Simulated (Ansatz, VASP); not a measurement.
## WS2 in VASP and in Ansatz

```
W S
1.0
     3.16994    0.00000    0.00000
    -1.58497    2.74525    0.00000
     0.00000    0.00000   12.49112
W S
2 4
Cartesian
  0.0000 1.8302 3.1228
  1.5850 0.9151 9.3683
  0.0000 1.8302 7.8056
  1.5850 0.9151 1.5600
  0.0000 1.8302 10.9311
  1.5850 0.9151 4.6855
```

Alike in both runs: task single point; functional r2SCAN; k mesh 12 × 12 × 2; no spin polarisation.

|  | VASP | Ansatz |
| --- | --- | --- |
| version | VASP 6.6.1 | Ansatz 0.2.0 |
| potentials or method | VASP PAW PBE potentials, release 64 (W_sv, S) | plane waves, PAW |
| plane-wave cutoff (eV) | 520 | 500 |
| occupations | gaussian, width 0.01 eV | fixed |
| valence electrons in the cell | 52 | 52 |

```csv
,VASP,Ansatz,Ansatz less VASP
gap on the k mesh at the Fermi level (eV),1.17,1.16,-0.012
pressure (GPa),1.4,1.2,-0.19
"traceless stress, the component that is largest in VASP (GPa)",-0.18,-0.13,+0.059
rms of the force components (eV/Å),0.014,0.025,+0.0106
```

VASP's potentials were made for PBE, not for r2SCAN. Atom by atom the forces differ by 0.011 eV/Å (rms over components).

Spin-orbit coupling is off throughout.
